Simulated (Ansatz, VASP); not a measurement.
**Two plane-wave programs on Si2O**

```xyz
6
Lattice="2.6257 0.0000 0.0000 0.0000 5.1624 0.0000 0.0000 0.0000 5.8662" Properties=species:S:1:pos:R:3 pbc="T T T"
Si    1.3128    2.5812    4.3301
Si    1.3128    2.5812    1.5360
Si    1.3128    0.0000    4.2087
Si    1.3128    0.0000    1.6575
O     0.0000    2.5812    0.0000
O     1.3128    0.0000    0.0000
```

Alike in both runs: functional PBE; k mesh 14 × 8 × 6; occupations gaussian, width 0.1 eV; no spin polarisation.

Ansatz relaxed the structure, and its values are those at the end. VASP's run is a single point on that final structure, the one shown.

|  | VASP | Ansatz |
| --- | --- | --- |
| version | VASP 6.6.1 | Ansatz 0.2.0 |
| potentials or method | VASP PAW PBE potentials, release 64 (Si, O), cutoff 520 eV | scalar-relativistic, plane waves, PAW |
| valence electrons in the cell | 28 | 28 |

|  | VASP | Ansatz | Ansatz less VASP |
| --- | --- | --- | --- |
| gap on the k mesh at the Fermi level (eV) | none | none | - |
| pressure (GPa) | 0.0 | 0.0 | -0.04 |
| rms of the force components (eV/Å) | 0.013 | 0.000 | -0.0124 |

A gap of «none» marks a metal or a gap that the smearing closes.
